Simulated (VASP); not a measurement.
# MgB2 (P6/mmm) in VASP: a series of runs

Runs on MgB2. Level: r2SCAN. Tasks: relaxation of shape and atoms at fixed volume, single point.

All numbers are computed with VASP 6.6.1; they aren't measurements. Logs are shortened: lines on timing, memory, paths and dates and some standing lists are left out, and cuts for length are marked.

### 1 The cell of the first run

Symmetry: P6/mmm, No. 191, hexagonal system. The conventional cell has a = 3.009 Å, b = 3.009 Å, c = 3.435 Å, α = 90.00°, β = 90.00°, γ = 120.00°. Mg (site symmetry 6/mmm) has 12 B at 2.44 Å and 6 Mg at 3.01 Å within 3.2 Å. B (site symmetry -6m2) has 3 B at 1.74 Å within 2.3 Å.

### 2 Relaxation of shape and atoms at fixed volume, r2SCAN (volume scaled by 0.94)

POSCAR

```
MgB2
1.0
    3.0092890353      0.0000000000      0.0000000000
   -1.5046445177      2.6061207519      0.0000000000
    0.0000000000      0.0000000000      3.4345825934
Mg B
1 2
Direct
    0.0000000000      0.0000000000      0.0000000000
    0.3333333333      0.6666666667      0.5000000000
    0.6666666667      0.3333333333      0.5000000000
```

INCAR.step1

```
PREC = Accurate
ENCUT = 600
ISMEAR = 0
SIGMA = 0.1
LREAL = F
LASPH = T
NELM = 100
GGA = PE
ALGO = Normal
EDIFF = 1E-4
LWAVE = T
LCHARG = F
```

INCAR.step2

```
PREC = Accurate
ENCUT = 600
EDIFF = 1E-6
ISMEAR = 0
SIGMA = 0.1
LREAL = F
LASPH = T
NELM = 100
ALGO = Normal
ISIF = 4
LWAVE = F
LCHARG = F
METAGGA = R2SCAN
LMIXTAU = T
IBRION = 2
NSW = 50
EDIFFG = -0.01
ISTART = 1
```

KPOINTS

```
Automatic mesh
0
Gamma
  15 15 12
```

Potentials or basis: VASP PAW PBE potentials, release 64 (Mg, B).

Run with:

```console
cat potpaw_PBE.64/Mg/POTCAR potpaw_PBE.64/B/POTCAR > POTCAR
cp INCAR.step1 INCAR
mpirun -np 1 vasp_std > vasp.out
cp INCAR.step2 INCAR
mpirun -np 1 vasp_std > vasp.out
```

OUTCAR:

```text
PREC = Accurate
   ENCUT = 600
   EDIFF = 1E-6
   ISMEAR = 0
   LREAL = F
   LASPH = T
   NELM = 100
   ISIF = 4
   METAGGA = R2SCAN
   IBRION = 2
   NSW = 50
   EDIFFG = -0.01
   ISTART = 1

 ion  position               nearest neighbor table
   1  0.000  0.000  0.000-   2 2.44   3 2.44   2 2.44   3 2.44   3 2.44   3 2.44   2 2.44   2 2.44
                             3 2.44   3 2.44   2 2.44   2 2.44
   2  0.333  0.667  0.500-   3 1.74   3 1.74   3 1.74   1 2.44   1 2.44   1 2.44   1 2.44   1 2.44
                             1 2.44
   3  0.667  0.333  0.500-   2 1.74   2 1.74   2 1.74   1 2.44   1 2.44   1 2.44   1 2.44   1 2.44
                             1 2.44

  LATTYP: Found a hexagonal cell.
 ALAT       =     3.0092890353
 C/A-ratio  =     1.1413269224

  Lattice vectors:

 A1 = (   3.0092890353,   0.0000000000,   0.0000000000)
 A2 = (  -1.5046445177,   2.6061207519,   0.0000000000)
 A3 = (   0.0000000000,   0.0000000000,   3.4345825934)

Analysis of symmetry for initial positions (statically):
=====================================================================
 Subroutine PRICEL returns:
 Original cell was already a primitive cell.

 Routine SETGRP: Setting up the symmetry group for a
 hexagonal supercell.

 Subroutine GETGRP returns: Found 24 space group operations
 (whereof 24 operations were pure point group operations)
 out of a pool of 24 trial point group operations.

The static configuration has the point symmetry D_6h.

Analysis of symmetry for dynamics (positions and initial velocities):
=====================================================================
 Subroutine PRICEL returns:
 Original cell was already a primitive cell.

 Routine SETGRP: Setting up the symmetry group for a
 hexagonal supercell.

 Subroutine GETGRP returns: Found 24 space group operations
 (whereof 24 operations were pure point group operations)
 out of a pool of 24 trial point group operations.

The dynamic configuration has the point symmetry D_6h.

 Subroutine INISYM returns: Found 24 space group operations
 (whereof 24 operations are pure point group operations),
 and found     1 'primitive' translations

----------------------------------------------------------------------------------------

                                     Primitive cell

  volume of cell :      26.9360

  direct lattice vectors                    reciprocal lattice vectors
     3.009289035  0.000000000  0.000000000     0.332304404  0.191856037  0.000000000
    -1.504644518  2.606120752  0.000000000     0.000000000  0.383712074  0.000000000
     0.000000000  0.000000000  3.434582593     0.000000000  0.000000000  0.291156195

  length of vectors
     3.009289035  3.009289035  3.434582593     0.383712074  0.383712074  0.291156195

  position of ions in fractional coordinates (direct lattice)
     0.000000000  0.000000000  0.000000000
     0.333333333  0.666666667  0.500000000
     0.666666667  0.333333333  0.500000000

  ion indices of the primitive-cell ions
   primitive index   ion index
                 1           1
                 2           2
                 3           3

----------------------------------------------------------------------------------------

 KPOINTS: Automatic mesh

Automatic generation of k-mesh.
 Grid dimensions read from file:
 generate k-points for:   15   15   12

 Generating k-lattice:

  Cartesian coordinates                     Fractional coordinates (reciprocal lattice)
     0.022153627  0.012790402  0.000000000     0.066666667 -0.000000000  0.000000000
     0.000000000  0.025580805  0.000000000     0.000000000  0.066666667  0.000000000
     0.000000000  0.000000000  0.024263016     0.000000000  0.000000000  0.083333333

  Length of vectors
     0.025580805  0.025580805  0.024263016

  Shift w.r.t. Gamma in fractional coordinates (k-lattice)
     0.000000000  0.000000000  0.000000000

 Subroutine IBZKPT returns following result:
 ===========================================

 Found    189 irreducible k-points:

 Following reciprocal coordinates:
            Coordinates               Weight
  0.000000  0.000000  0.000000      1.000000
  0.066667  0.000000  0.000000      6.000000
  0.133333 -0.000000  0.000000      6.000000
  0.200000  0.000000  0.000000      6.000000
  0.266667 -0.000000  0.000000      6.000000
  0.333333  0.000000  0.000000      6.000000
[... 16 lines left out ...]
  0.333333  0.200000  0.000000     12.000000
  0.400000  0.200000  0.000000      6.000000
 [... further k-points ...]
   k-points           NKPTS =    189   k-points in BZ     NKDIM =    189   number of bands    NBANDS=      8
   number of dos      NEDOS =    301   number of ions     NIONS =      3
   total plane-waves  NPLWV =  16128
   dimension x,y,z NGX =    24 NGY =   24 NGZ =   28
   dimension x,y,z NGXF=    48 NGYF=   48 NGZF=   56
   ions per type =               1   2
   NGX,Y,Z   is equivalent  to a cutoff of  13.26, 13.26, 13.55 a.u.
   NGXF,Y,Z  is equivalent  to a cutoff of  26.52, 26.52, 27.11 a.u.
 SYSTEM =  unknown system
   PREC   = accura    normal or accurate (medium, high low for compatibility)
   ISTART =      1    job   : 0-new  1-cont  2-samecut
   ICHARG =      0    charge: 1-file 2-atom 10-const
   ISPIN  =      1    spin polarized calculation?
   LNONCOLLINEAR =      F non collinear calculations
   LSORBIT =      F    spin-orbit coupling
   LASPH  =      T    aspherical Exc in radial PAW
   ENCUT  =  600.0 eV  44.10 Ry    6.64 a.u.   6.01  6.01  6.86*2*pi/ulx,y,z
   NELM   =    100;   NELMIN=  2; NELMDL=  0     # of ELM steps
   EDIFF  = 0.1E-05   stopping-criterion for ELM
   LREAL  =      F    real-space projection
   EDIFFG = -.1E-01   stopping-criterion for IOM
   NSW    =     50    number of steps for IOM
   IBRION =      2    ionic relax: 0-MD 1-quasi-New 2-CG
   NFREE  =      1    steps in history (QN), initial steepest desc. (CG)
   ISIF   =      4    stress and relaxation
   ISYM   =      2    0-nonsym 1-usesym 2-fastsym
   POTIM  = 0.5000    time-step for ionic-motion
   TEBEG  =    0.0;   TEEND  =   0.0 temperature during run
   PSTRESS=    0.0 pullay stress
   NELECT =       8.0000    total number of electrons
   NUPDOWN=      -1.0000    fix difference up-down
   EMIN   =  10.00;   EMAX   =-10.00  energy-range for DOS
   EFERMI =   0.00;   METHOD = LEGACY
   ISMEAR =     0;   SIGMA  =   0.10  broadening in eV -4-tet -1-fermi 0-gaus
   EFERMI_NEDOS =   21; number of points for ismear=-14 and -15
   IALGO  =     38    algorithm
   IMIX   =      4    mixing-type and parameters
     AMIX     =   0.40;   BMIX     =  1.00
     AMIX_MAG =   1.60;   BMIX_MAG =  1.00
  volume/ion in A,a.u.               =       8.98        60.59
  Fermi-wavevector in a.u.,A,eV,Ry     =   1.092263  2.064078 16.232284  1.193039
  Thomas-Fermi vector in A             =   2.228525
   LORBIT       =      0    0 simple, 1 ext, 2 COOP (PROOUT), +10 PAW based schemes
   METAGGA = R2SCAN    functional components
   LHFCALC =     F    Hartree Fock is set to
   AEXX    =    0.0000 exact exchange contribution
   IVDW    =     0    specifies the selected vdW correction
   LEPSILON=     F    determine dielectric tensor
   LRPA    =     F    only Hartree local field effects (RPA)
 conjugate gradient relaxation of ions
 non-spin polarized calculation
 Gauss-broadening in eV      SIGMA  =   0.10
  energy-cutoff  :      600.00
  volume of cell :       26.94
 maximum number of plane-waves:       930
   NGX = 13   NGY = 13   NGZ = 13

--------------------------------------- Ionic step        1  -------------------------------------------

 number of electron       8.0000000 magnetization

 Free energy of the ion-electron system (eV)
  ---------------------------------------------------
  ext. energy  EPLUGINS =         0.00000000
  ---------------------------------------------------
  free energy    TOTEN  =       -19.35929838 eV

  energy without entropy =      -19.35614204  energy(sigma->0) =      -19.35772021

------------------------ aborting loop because EDIFF is reached ----------------------------------------

  FORCE on cell =-STRESS in cart. coord.  units (eV):
  Direction    XX          YY          ZZ          XY          YZ          ZX
  --------------------------------------------------------------------------------------
  -------------------------------------------------------------------------------------
  Total        1.8503006      1.8503006      1.4232110     -0.0000000     -0.0000000     -0.0000000
  in kB      110.0577117    110.0577117     84.6539987     -0.0000000     -0.0000000     -0.0000000
  external PRESSURE =     101.5898074 kB  Pullay stress =       0.0000000 kB
[... 59 lines left out ...]
  energy  without entropy=      -19.3567710124  energy(sigma->0) =      -19.35860366

--------------------------------------- Ionic step        3  -------------------------------------------

 number of electron       8.0000000 magnetization

 Free energy of the ion-electron system (eV)
  ---------------------------------------------------
  ext. energy  EPLUGINS =         0.00000000
  ---------------------------------------------------
  free energy    TOTEN  =       -19.36048083 eV

  energy without entropy =      -19.35673564  energy(sigma->0) =      -19.35860824

 E-fermi :   5.8142     XC(G=0): -11.8501

 val. band max:        5.7936663897   @ k =   0.4000   0.1333   0.0833
 cond. band min:       5.8183982796   @ k =   0.3333   0.2000   0.0833
 fundamental gap:      0.0247318899
 Fermi energy:         5.8142377680

 k-point     1 :       0.0000    0.0000    0.0000
  band No.  band energies     occupation
      1      -7.8738      2.00000
      2       2.6282      2.00000
      3       6.2002      0.00000
      4       6.2002      0.00000
      5       8.1415      0.00000
      6      12.6636      0.00000
      7      12.6636      0.00000
      8      14.9720      0.00000
[... 243 lines left out ...]
 k-point    24 :       0.4000    0.2000    0.0000
  band No.  band energies     occupation
      1      -3.1299      2.00000
      2      -2.3403      2.00000
      3       0.9182      2.00000
      4       6.6909      0.00000
      5       8.9011      0.00000
      6      12.4082      0.00000
      7      12.4459      0.00000
      8      15.5236      0.00000

 [... further k-points ...]
[... 5 lines left out ...]
  --------------------------------------------------------------------------------------
  -------------------------------------------------------------------------------------
  Total        1.6434695      1.6434695      1.6467979     -0.0000000     -0.0000000      0.0000000
  in kB       97.7551940     97.7551940     97.9531661     -0.0000000     -0.0000000      0.0000000
  external PRESSURE =      97.8211847 kB  Pullay stress =       0.0000000 kB
[... 18 lines left out ...]
  FREE ENERGIE OF THE ION-ELECTRON SYSTEM (eV)
  ---------------------------------------------------
  free  energy   TOTEN  =       -19.3604808340 eV

  energy  without entropy=      -19.3567356436  energy(sigma->0) =      -19.35860824

 reached required accuracy - stopping structural energy minimisation
```

It took 2.7 min on 1 thread of Intel Xeon Platinum 8488C (Sapphire Rapids), shared host; peak memory 0.19 GiB.

What came out:

- Free energy: -19.3605 eV
- Energy gained by relaxing: 0.4 meV/atom
- Ionic steps: 3
- Pressure after relaxing: 9.8 GPa
- Band gap on the k mesh: zero (band 4 reaches 7.82 eV, above the bottom of band 5 at 3.57 eV)

Step by step:
| step | energy change (eV) | largest force (eV/Å) | pressure (GPa) | volume (Å³) |
| --- | --- | --- | --- | --- |
| 1 | 0.0000 | 0.0000 | 10.16 | 26.94 |
| 2 | -0.0011 | 0.0000 | 9.85 | 26.94 |
| 3 | -0.0012 | 0.0000 | 9.78 | 26.94 |

Final structure:
```
CELL_PARAMETERS angstrom
3.01802 0.00000 0.00000
-1.50901 2.61368 0.00000
0.00000 0.00000 3.41473
ATOMIC_POSITIONS crystal
Mg 0.00000 0.00000 0.00000
B 0.33333 0.66667 0.50000
B 0.66667 0.33333 0.50000
```

Caveat: the cell differs from its parent crystal (volume scaled by 0.94); the PAW data sets were made with another functional, which shifts forces and pressure a little.

### 3 Single point, r2SCAN

This run uses another cell than the first one, of 9.19 Å³/atom, 1.023 times its volume.

POSCAR

```
MgB2
1.0
    3.0360869201      0.0000000000      0.0000000000
   -1.5180434600      2.6293284009      0.0000000000
    0.0000000000      0.0000000000      3.4529775522
Mg B
1 2
Direct
    0.0000000000      0.0000000000      0.0000000000
    0.3333333333      0.6666666667      0.5000000000
    0.6666666667      0.3333333333      0.5000000000
```

INCAR.step1

```
ALGO = Normal
EDIFF = 1E-5
ENCUT = 660
GGA = PE
GGA_COMPAT = F
ISMEAR = 0
LASPH = T
LCHARG = F
LREAL = F
LWAVE = T
NBANDS = 15
NELM = 120
PREC = Accurate
SIGMA = 0.1
```

INCAR.step2

```
ALGO = Normal
EDIFF = 1E-6
ENCUT = 660
GGA_COMPAT = F
ISIF = 2
ISMEAR = 0
ISTART = 1
LASPH = T
LCHARG = F
LMIXTAU = T
LREAL = F
LWAVE = F
METAGGA = R2SCAN
NBANDS = 15
NELM = 120
PREC = Accurate
SIGMA = 0.1
```

KPOINTS

```
k-points
0
Gamma
  9 9 6
```

Potentials or basis: VASP PAW PBE potentials, release 64 (Mg_sv, B).

Run with:

```console
cat potpaw_PBE.64/Mg_sv/POTCAR potpaw_PBE.64/B/POTCAR > POTCAR
cp INCAR.step1 INCAR
mpirun -np 1 vasp_std > vasp.out
cp INCAR.step2 INCAR
mpirun -np 1 vasp_std > vasp.out
```

Wall time 64 s (1 thread of Intel Xeon 6975P-C (Granite Rapids), shared host); peak memory 0.17 GiB.

It converged, with:

| Quantity | Value |
| --- | --- |
| Free energy | -19.4125 eV |
| Pressure | 6.3 GPa |
| Band gap on the k mesh | zero (band 8 reaches 7.42 eV, above the bottom of band 9 at 3.28 eV) |

Stress tensor (GPa, compression positive):
```
6.18 0.00 0.00
0.00 6.18 0.00
0.00 0.00 6.42
```

Levels at points of the mesh, in eV from the Fermi level:
| k point | band 6 | band 7 | band 8 | band 9 | band 10 | band 11 |
| --- | --- | --- | --- | --- | --- | --- |
| (0.00, 0.00, 0.00) | -3.13 | 0.45 | 0.45 | 2.26 | 6.86 | 6.86 |
| (0.00, 0.00, 0.50) | -7.91 | 0.88 | 0.88 | 7.15 | 7.15 | 8.90 |

Caveat: the PAW data sets were made with another functional, which shifts forces and pressure a little.

(Continued in part 2 of 2.)
